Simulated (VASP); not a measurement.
Here is a VASP 6.6.1 calculation.

Contents of INCAR:

```
PREC = Accurate ; ENCUT = 520
EDIFF = 1E-6 ; ISMEAR = 0
SIGMA = 0.1 ; LREAL = False
LASPH = True ; NELM = 100
ALGO = Fast ; ISIF = 2
LWAVE = False ; LCHARG = False
GGA = PS ; NBANDS = 19
```

KPOINTS

```
Automatic mesh
0
Gamma
  14 14 14
```

The input POSCAR:

```
Cr
1.0
    2.7580029521      0.0000000000      0.0000000000
    0.0000000000      2.7580029521      0.0000000000
    0.0000000000      0.0000000000      2.8497481846
Cr
2
Direct
    0.0000000000      0.0000000000      0.0000000000
    0.5000000000      0.5000000000      0.5000000000
```

Potentials or basis: VASP PAW PBE potentials, release 64 (Cr_pv).

Command:

```bash
$ cat potpaw_PBE.64/Cr_pv/POTCAR > POTCAR
$ mpirun -np 1 vasp_std > vasp.out
```

Question: Predict the band gap on the k mesh.

Answer: Zero (band 12 reaches 13.19 eV, above the bottom of band 13 at 11.31 eV).

Question: What does it give for the pressure?

Answer: 8.0 GPa.

Stress tensor (GPa, compression positive):
```
12.22  0.00  0.00
 0.00 12.22  0.00
 0.00  0.00 -0.55
```

Caveat: the cell differs from its parent crystal (biaxial strain in the a-b plane: -2.0 %, then relaxed in part); the PAW data sets were made with another functional, which shifts forces and pressure a little; the run has no spin polarisation, though such a crystal can be magnetic. Spin polarisation is off, so any magnetic state and its effect on volume and gap are missing.
